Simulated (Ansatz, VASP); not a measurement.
## Two plane-wave programs on Co

```
Co
1.0
     0.00000    2.39513    2.39513
     2.39513    0.00000    2.39513
     2.39513    2.39513    0.00000
Co
2
Direct
  0.12500 0.12500 0.12500
  0.87500 0.87500 0.87500
```

Alike in both runs: task single point; functional PBE; k mesh 12 × 12 × 12; occupations fermi-dirac, width 0.1 eV; no spin polarisation.

|  | VASP | Ansatz |
| --- | --- | --- |
| version | VASP 6.6.1 | Ansatz 0.2.0 |
| potentials or method | VASP PAW PBE potentials, release 64 (Co_sv), cutoff 600 eV | plane waves (420 eV) with PAW, scalar-relativistic |
| valence electrons in the cell | 34 | 34 |

|  | VASP | Ansatz | Ansatz less VASP |
| --- | --- | --- | --- |
| pressure (GPa) | 10.3 | 13.2 | +2.91 |

The functional is the same, so the differences come from potentials, cutoffs and numerics.
